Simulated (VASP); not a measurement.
# BN (Fmm2) in VASP: single point with PBE+D3(BJ)

Aim: the single point of BN with PBE+D3(BJ).

Program: VASP 6.6.1. These are calculated values, not measurements. Logs are shortened: lines on timing, memory, paths and dates and some standing lists are left out, and cuts for length are marked.

### Step 1. The cell of the first run

The structure is orthorhombic, space group Fmm2 (No. 42). Conventional cell: a = 2.503 Å, b = 6.991 Å, c = 4.332 Å, α = 90.00°, β = 90.00°, γ = 90.00°. B (site symmetry mm2) has 3 N at 1.44 Å within 1.9 Å. Within 1.9 Å of N (site symmetry mm2) lie 3 B at 1.44 Å.

### Step 2. Single point, PBE+D3(BJ)

INCAR

```
SYSTEM = BN
ALGO = Normal ; EDIFF = 1E-6
ENCUT = 520 ; GGA = PE
ISIF = 2 ; ISMEAR = 1
IVDW = 12 ; LASPH = .TRUE.
LCHARG = .FALSE. ; LREAL = .FALSE.
LWAVE = .FALSE. ; NBANDS = 26
NELM = 100 ; PREC = Accurate
SIGMA = 0.4
```

KPOINTS

```
k-points
0
G
  6 6 6
  0 0 0
```

POSCAR

```
BN
1.0
    0.0000000000      0.0000000000      4.3321824800
    2.5032642000      3.4953158300      2.1660912400
   -2.5032642000      3.4953158300      2.1660912400
B N
4 4
Direct
    0.5000486500      0.7500000000      0.2500000000
    0.5000486500      0.2500000000      0.7500000000
    0.0000486500      0.5000000000      0.5000000000
    0.0000486500      0.0000000000      0.0000000000
    0.1666513400      0.7500000000      0.2500000000
    0.1666513400      0.2500000000      0.7500000000
    0.6666513400      0.5000000000      0.5000000000
    0.6666513400      0.0000000000      1.0000000000
```

Potentials or basis: VASP PAW PBE potentials, release 64 (B, N).

Run with:

```bash
$ cat potpaw_PBE.64/B/POTCAR potpaw_PBE.64/N/POTCAR > POTCAR
$ mpirun -np 1 vasp_std > vasp.out
```

OUTCAR:

```text
SYSTEM = BN
   EDIFF = 1E-6
   ENCUT = 520
   GGA = PE
   ISIF = 2
   ISMEAR = 1
   IVDW = 12
   LASPH = .TRUE.
   LREAL = .FALSE.
   NELM = 100
   PREC = Accurate
 IVDW          = 12

 ion  position               nearest neighbor table
   1  0.500  0.750  0.250-   5 1.44   7 1.44   8 1.44
   2  0.500  0.250  0.750-   6 1.44   8 1.44   7 1.44
   3  0.000  0.500  0.500-   7 1.44   6 1.44   5 1.44
   4  0.000  0.000  0.000-   8 1.44   5 1.44   6 1.44
   5  0.167  0.750  0.250-   1 1.44   4 1.44   3 1.44
   6  0.167  0.250  0.750-   2 1.44   3 1.44   4 1.44
   7  0.667  0.500  0.500-   3 1.44   1 1.44   2 1.44
   8  0.667  0.000  0.000-   4 1.44   2 1.44   1 1.44

  LATTYP: Found a body centered orthorhombic cell.
 ALAT       =     4.3321824800
 B/A-ratio  =     1.1556596296
 C/A-ratio  =     1.6136512467

  Lattice vectors:

 A1 = (  -2.5032642000,  -3.4953158300,  -2.1660912400)
 A2 = (   2.5032642000,  -3.4953158300,   2.1660912400)
 A3 = (  -2.5032642000,   3.4953158300,   2.1660912400)

Analysis of symmetry for initial positions (statically):
=====================================================================
 Subroutine PRICEL returns following result:

  LATTYP: Found a face centered orthorhombic cell.
 ALAT       =     2.5032642000
 B/A-ratio  =     1.7306133647
 C/A-ratio  =     2.7926064137

  Lattice vectors:

 A1 = (   0.0000000000,   3.4953158300,   2.1660912400)
 A2 = (  -1.2516321000,   3.4953158300,   0.0000000000)
 A3 = (  -1.2516321000,   0.0000000000,   2.1660912400)

   4 primitive cells build up your supercell.

 Routine SETGRP: Setting up the symmetry group for a
 body centered orthorhombic supercell.

 Subroutine GETGRP returns: Found  4 space group operations
 (whereof  4 operations were pure point group operations)
 out of a pool of  8 trial point group operations.

The static configuration has the point symmetry C_2v.

Analysis of symmetry for dynamics (positions and initial velocities):
=====================================================================
 Subroutine PRICEL returns following result:

  LATTYP: Found a face centered orthorhombic cell.
 ALAT       =     2.5032642000
 B/A-ratio  =     1.7306133647
 C/A-ratio  =     2.7926064137

  Lattice vectors:

 A1 = (   0.0000000000,   3.4953158300,   2.1660912400)
 A2 = (  -1.2516321000,   3.4953158300,   0.0000000000)
 A3 = (  -1.2516321000,   0.0000000000,   2.1660912400)

   4 primitive cells build up your supercell.

 Routine SETGRP: Setting up the symmetry group for a
 body centered orthorhombic supercell.

 Subroutine GETGRP returns: Found  4 space group operations
 (whereof  4 operations were pure point group operations)
 out of a pool of  8 trial point group operations.

The dynamic configuration has the point symmetry C_2v.

 Subroutine INISYM returns: Found  4 space group operations
 (whereof  4 operations are pure point group operations),
 and found     4 'primitive' translations

----------------------------------------------------------------------------------------

                                     Primitive cell

  volume of cell :      18.9526

  direct lattice vectors                    reciprocal lattice vectors
     0.000000000  3.495315830  2.166091240     0.399478409  0.143048590  0.230830535
    -1.251632100  3.495315830  0.000000000    -0.399478409  0.143048590 -0.230830535
    -1.251632100  0.000000000  2.166091240    -0.399478409 -0.143048590  0.230830535

  length of vectors
     4.112077822  3.712656147  2.501706252     0.483041027  0.483041027  0.483041027

  position of ions in fractional coordinates (direct lattice)
     0.000048650  0.999951350  0.000048650
     0.666651340  0.333348660  0.666651340

  ion indices of the primitive-cell ions
   primitive index   ion index
                 1           1
                 2           5

----------------------------------------------------------------------------------------

 KPOINTS: k-points

Automatic generation of k-mesh.
 Grid dimensions read from file:
 generate k-points for:    6    6    6

 Generating k-lattice:

  Cartesian coordinates                     Fractional coordinates (reciprocal lattice)
     0.000000000 -0.023841432  0.038471756     0.166666667  0.000000000  0.000000000
     0.033289867  0.023841432  0.000000000     0.000000000  0.166666667  0.000000000
    -0.033289867  0.023841432  0.000000000     0.000000000  0.000000000  0.166666667

  Length of vectors
     0.045260246  0.040946662  0.040946662

  Shift w.r.t. Gamma in fractional coordinates (k-lattice)
     0.000000000  0.000000000  0.000000000

 Subroutine IBZKPT returns following result:
 ===========================================

 Found     46 irreducible k-points:

 Following reciprocal coordinates:
            Coordinates               Weight
  0.000000  0.000000  0.000000      1.000000
  0.166667  0.000000  0.000000      4.000000
  0.333333  0.000000  0.000000      4.000000
  0.500000  0.000000  0.000000      2.000000
  0.000000  0.166667 -0.000000      4.000000
  0.166667  0.166667  0.000000      4.000000
[... 16 lines left out ...]
  0.500000  0.166667  0.166667      4.000000
 -0.333333  0.166667  0.166667      4.000000
 [... further k-points ...]
   k-points           NKPTS =     46   k-points in BZ     NKDIM =     46   number of bands    NBANDS=     26
   number of dos      NEDOS =    301   number of ions     NIONS =      8
   total plane-waves  NPLWV =  41472
   dimension x,y,z NGX =    32 NGY =   36 NGZ =   36
   dimension x,y,z NGXF=    64 NGYF=   72 NGZF=   72
   ions per type =               4   4
   NGX,Y,Z   is equivalent  to a cutoff of  12.28, 12.43, 12.43 a.u.
   NGXF,Y,Z  is equivalent  to a cutoff of  24.56, 24.86, 24.86 a.u.
 SYSTEM =  BN
   PREC   = accura    normal or accurate (medium, high low for compatibility)
   ISTART =      0    job   : 0-new  1-cont  2-samecut
   ICHARG =      2    charge: 1-file 2-atom 10-const
   ISPIN  =      1    spin polarized calculation?
   LNONCOLLINEAR =      F non collinear calculations
   LSORBIT =      F    spin-orbit coupling
   LASPH  =      T    aspherical Exc in radial PAW
   ENCUT  =  520.0 eV  38.22 Ry    6.18 a.u.   8.05  8.95  8.95*2*pi/ulx,y,z
   NELM   =    100;   NELMIN=  2; NELMDL= -5     # of ELM steps
   EDIFF  = 0.1E-05   stopping-criterion for ELM
   LREAL  =      F    real-space projection
   EDIFFG = 0.1E-04   stopping-criterion for IOM
   NSW    =      0    number of steps for IOM
   IBRION =     -1    ionic relax: 0-MD 1-quasi-New 2-CG
   NFREE  =      0    steps in history (QN), initial steepest desc. (CG)
   ISIF   =      2    stress and relaxation
   ISYM   =      2    0-nonsym 1-usesym 2-fastsym
   POTIM  = 0.5000    time-step for ionic-motion
   TEBEG  =    0.0;   TEEND  =   0.0 temperature during run
   PSTRESS=    0.0 pullay stress
   NELECT =      32.0000    total number of electrons
   NUPDOWN=      -1.0000    fix difference up-down
   EMIN   =  10.00;   EMAX   =-10.00  energy-range for DOS
   EFERMI =   0.00;   METHOD = LEGACY
   ISMEAR =     1;   SIGMA  =   0.40  broadening in eV -4-tet -1-fermi 0-gaus
   EFERMI_NEDOS =   21; number of points for ismear=-14 and -15
   IALGO  =     38    algorithm
   IMIX   =      4    mixing-type and parameters
     AMIX     =   0.40;   BMIX     =  1.00
     AMIX_MAG =   1.60;   BMIX_MAG =  1.00
  volume/ion in A,a.u.               =       9.48        63.95
  Fermi-wavevector in a.u.,A,eV,Ry     =   1.228047  2.320672 20.518928  1.508099
  Thomas-Fermi vector in A             =   2.362987
   LORBIT       =      0    0 simple, 1 ext, 2 COOP (PROOUT), +10 PAW based schemes
   GGA     = PE    functional components
   LHFCALC =     F    Hartree Fock is set to
   AEXX    =    0.0000 exact exchange contribution
   IVDW    =    12    specifies the selected vdW correction
   LEPSILON=     F    determine dielectric tensor
   LRPA    =     F    only Hartree local field effects (RPA)
 non-spin polarized calculation
 Methfessel and Paxton  Order N= 1 SIGMA  =   0.40
  energy-cutoff  :      520.00
  volume of cell :       75.81
 maximum number of plane-waves:      2059
   NGX = 17   NGY = 17   NGZ = 17

 number of electron      31.9999997 magnetization

 Free energy of the ion-electron system (eV)
  ---------------------------------------------------
  ext. energy  EPLUGINS =         0.00000000
  ---------------------------------------------------
  free energy    TOTEN  =       -70.34249779 eV

  energy without entropy =      -70.35616179  energy(sigma->0) =      -70.34705245

 E-fermi :   2.1038     XC(G=0):  -9.7398

 val. band max:        1.9805106423   @ k =   0.0000  -0.1667   0.1667
 cond. band min:       5.8263486130   @ k =   0.0000   0.0000   0.0000
 fundamental gap:      3.8458379707
 Fermi energy:         2.1037927890

 k-point     1 :       0.0000    0.0000    0.0000
  band No.  band energies     occupation
      1     -15.8885      2.00000
      2     -12.7803      2.00000
      3     -12.7803      2.00000
      4     -12.6412      2.00000
      5      -6.9129      2.00000
      6      -5.7164      2.00000
[... 18 lines left out ...]
     25      15.1316      0.00000
     26      15.1316      0.00000

 k-point     2 :       0.1667    0.0000    0.0000
  band No.  band energies     occupation
      1     -15.7405      2.00000
      2     -13.0094      2.00000
      3     -12.7610      2.00000
      4     -12.7610      2.00000
      5      -6.3410      2.00000
      6      -6.1874      2.00000
[... 18 lines left out ...]
     25      14.1374      0.00000
[... 608 lines left out ...]
     25      13.2019      0.00000
     26      14.9714      0.00000

 k-point    24 :      -0.3333    0.1667    0.1667
  band No.  band energies     occupation
      1     -15.2179      2.00000
      2     -13.8777      2.00000
      3     -12.7425      2.00000
      4     -12.7425      2.00000
      5      -6.7704      2.00000
      6      -6.7704      2.00000
[... 18 lines left out ...]
     25      13.4325      0.00000
     26      14.4332      0.00000

 [... further k-points ...]

------------------------ aborting loop because EDIFF is reached ----------------------------------------

 Edisp (eV)   -1.06204

 E8    (eV) :    -0.3091

  FORCE on cell =-STRESS in cart. coord.  units (eV):
  Direction    XX          YY          ZZ          XY          YZ          ZX
  --------------------------------------------------------------------------------------
  -------------------------------------------------------------------------------------
  Total       0.88030    -0.54669     0.88932     0.00000     0.00000     0.00000
  in kB      18.60432   -11.55379    18.79485     0.00000     0.00000     0.00000
  external pressure =        8.62 kB  Pullay stress =        0.00 kB

 VOLUME and BASIS-vectors are now :
 -----------------------------------------------------------------------------
  energy-cutoff  :      520.00
  volume of cell :       75.81
      direct lattice vectors                 reciprocal lattice vectors
     0.000000000  0.000000000  4.332182480     0.000000000 -0.143048590  0.230830535
     2.503264200  3.495315830  2.166091240     0.199739205  0.143048590  0.000000000
    -2.503264200  3.495315830  2.166091240    -0.199739205  0.143048590  0.000000000

 POSITION                                       TOTAL-FORCE (eV/Angst)
 -----------------------------------------------------------------------------------
      1.25163      3.49532      4.33239         0.000000     -0.000000      0.008161
     -1.25163      3.49532      4.33239         0.000000      0.000000      0.008161
      0.00000      3.49532      2.16630        -0.000000      0.000000      0.008161
      0.00000      0.00000      0.00021        -0.000000     -0.000000      0.008161
      1.25163      3.49532      2.88806         0.000000      0.000000     -0.008161
     -1.25163      3.49532      2.88806         0.000000     -0.000000     -0.008161
      0.00000      3.49532      5.05415         0.000000     -0.000000     -0.008161
      0.00000      0.00000      2.88806         0.000000      0.000000     -0.008161
 -----------------------------------------------------------------------------------
    total drift:                               -0.000000     -0.000017      0.000546

  FREE ENERGIE OF THE ION-ELECTRON SYSTEM (eV)
  ---------------------------------------------------
  free  energy   TOTEN  =       -71.4045354076 eV

  energy  without entropy=      -71.4181994109  energy(sigma->0) =      -71.40909008
```

Wall time 1.8 min (1 thread of Intel Xeon 8259CL, shared host); peak memory 0.23 GiB.

What came out:

```
Free energy                : -71.4045 eV
Pressure                   : 0.9 GPa
Largest force              : 0.008 eV/Å
Band gap on the k mesh     : 3.85 eV
Dispersion energy per atom : -0.133 eV
```

Forces in eV/Å, atoms in the order of the input:
```
B    0.000  0.000  0.008
B    0.000  0.000  0.008
B    0.000  0.000  0.008
B    0.000  0.000  0.008
N    0.000  0.000 -0.008
N    0.000  0.000 -0.008
N    0.000  0.000 -0.008
N    0.000  0.000 -0.008
```

Stress tensor (GPa, compression positive):
```
 1.86  0.00  0.00
 0.00 -1.16  0.00
 0.00  0.00  1.88
```

A k mesh can miss the band edges.
